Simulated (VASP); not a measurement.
Write the native input for VASP 6.6.1 that does the following.

- Task: single point
- Functional: PBE
- Potentials or basis: VASP PAW PBE potentials, release 64 (Al, Lu, N)
- Cutoff: 520 eV
- k mesh: 8 × 8 × 8
- Occupations: gaussian, width 0.01 eV
- Spin: no spin polarisation
- Dipole correction: no
- Further INCAR settings: ALGO = Normal; EDIFF = 1e-06; NBANDS = 27

The structure of LuAlN2 lies in POSCAR:

```
LuAlN2
1.0
    1.5822775535      0.9135283715      5.0865044951
   -1.5822775535      0.9135283715      5.0865044951
    0.0000000000     -1.8270567429      5.0865044951
Al Lu N
1 1 2
Direct
    1.0000000000      0.0000000000      0.0000000000
    0.5000000000      0.5000000000      0.5000000000
    0.2594600289      0.2594600289      0.2594600289
    0.7405399711      0.7405399711      0.7405399711
```

The input as run:

INCAR

```
ALGO = Normal
EDIFF = 1E-6
ENCUT = 520
GGA = PE
ISIF = 2
ISMEAR = 0
LASPH = True
LCHARG = False
LREAL = False
LWAVE = False
NBANDS = 27
NELM = 60
PREC = Accurate
SIGMA = 0.01
```

KPOINTS

```
k-points
0
Gamma
  8 8 8
```

Potentials or basis: VASP PAW PBE potentials, release 64 (Al, Lu, N).

Command:

```bash
$ cat potpaw_PBE.64/Al/POTCAR potpaw_PBE.64/Lu/POTCAR potpaw_PBE.64/N/POTCAR > POTCAR
$ mpirun -np 1 vasp_std > vasp.out
```

Results of the run:

```json
{
  "Pressure": "0.7 GPa",
  "Largest force": "0.072 eV/Å",
  "Band gap on the k mesh": "0.69 eV (least direct gap 2.21 eV)"
}
```

Caveat: spin-orbit coupling is left out, which moves the levels of the heavy elements.

It took 2.8 min on 1 thread of Intel(R) Xeon(R) Platinum 8488C (Sapphire Rapids), on a shared host, peak memory 0.3 GiB.
